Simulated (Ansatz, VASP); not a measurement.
# Two plane-wave programs on Fe

```
Fe
1.0
     0.00000    1.74450    1.74450
     1.74450    0.00000    1.74450
     1.74450    1.74450    0.00000
Fe
1
Direct
  0.00000 0.00000 0.00000
```

Alike in both runs: task single point; functional PBE; k mesh 8 × 8 × 8; collinear spin.

|  | VASP | Ansatz |
| --- | --- | --- |
| version | VASP 6.6.1 | Ansatz 0.2 development build |
| potentials or method | VASP PAW PBE potentials, release 64 (Fe) | PAW hard, scalar-relativistic |
| plane-wave cutoff (eV) | 600 | 844 |
| occupations | fermi-dirac, width 0.1 eV | fermi-dirac |

Ansatz gave:

| Item | Value |
| --- | --- |
| net moment per atom (μB) | 0.68 |
| size of the moment on the site where the two differ most (μB) | 0.69 |

Question: Which values does VASP return?

Answer: net moment per atom (μB): 0.00; size of the moment on the site where the two differ most (μB): 0.00.

The net moments are unlike, so the other rows may belong to different states. Site moments also hang on the region over which each program counts them. Ansatz's warnings: negative dielectric reading.

The k mesh is coarse, so the values compare programs but aren't converged.
